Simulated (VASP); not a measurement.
Input of a VASP 6.6.1 run:

INCAR

```
  PREC = Accurate
  ENCUT = 520
  EDIFF = 1E-6
  ISMEAR = 0
  SIGMA = 0.01
  LREAL = F
  LASPH = T
  NELM = 80
  ALGO = Normal
  ISIF = 2
  LWAVE = F
  LCHARG = F
  GGA = PS
  NBANDS = 15
```

The input KPOINTS:

```
regular mesh
0
Gamma
  8 8 8
```

File POSCAR:

```
CaO
1.0
    2.3716583792      2.3716583792      0.0000000000
   -2.3716583792      2.3716583792      0.0000000000
    0.0000000000      2.3716583792      2.3900163418
Ca O
1 1
Direct
    0.0000000000      0.0000000000      0.0000000000
    0.5000000000      0.5000000000      0.0000000000
```

Potentials or basis: VASP PAW PBE potentials, release 64 (Ca_sv, O).

Launch:

```sh
$ cat potpaw_PBE.64/Ca_sv/POTCAR potpaw_PBE.64/O/POTCAR > POTCAR
$ mpirun -np 1 vasp_std > vasp.out
```

Task: What does it give for the band gap on the k mesh?

Result: 3.50 eV, indirect (least direct gap 3.88 eV).

Task: Predict the pressure.

Result: 1.5 GPa.

Stress tensor (GPa, compression positive):
```
1.97 0.00 0.00
0.00 1.97 0.00
0.00 0.00 0.58
```

Caveat: the cell differs from its parent crystal (in-plane strain -0.005, then relaxed in part); the PAW data sets were made with another functional, which shifts forces and pressure a little. A k mesh can miss the band edges.
